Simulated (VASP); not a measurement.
Runs of VASP 6.6.1 on AlNi3. The structure is that of space group Fm-3m (No. 225), or close to it. The cells are those of the table. 

| cell | gap on the mesh (eV) | pressure (GPa) |
| --- | --- | --- |
| a = 3.844 Å, angles 60.0°, 4 atoms | none | 30.4 |
| a = 4.011 Å, angles 60.0°, 4 atoms | none | 0.0 |
| a = 4.090 Å, angles 60.0°, 4 atoms | none | (c) |
| a = 3.929 Å, angles 60.0°, 4 atoms | none | 12.7 |
| a = 3.970 Å, angles 60.0°, 4 atoms | none | (a) |
| a = 3.962 Å, angles 60.0°, 4 atoms | none | 7.0 |
| a = 4.140 Å, angles 60.0°, 4 atoms | none | (b) |
| a = 3.887 Å, angles 60.0°, 4 atoms | none | 20.8 |

Alike in all rows: task single point; level PBE; potentials or basis VASP PAW PBE potentials, release 64 (Al, Ni); no spin polarisation; k mesh 14 × 14 × 14; cutoff (eV) 520; smearing gaussian 0.1 eV.

Question: Estimate the missing entries.

Answer: (a) 5.8; (b) -13.6; (c) -9.0.

A gap of «none» marks levels without a gap at the run's occupations.
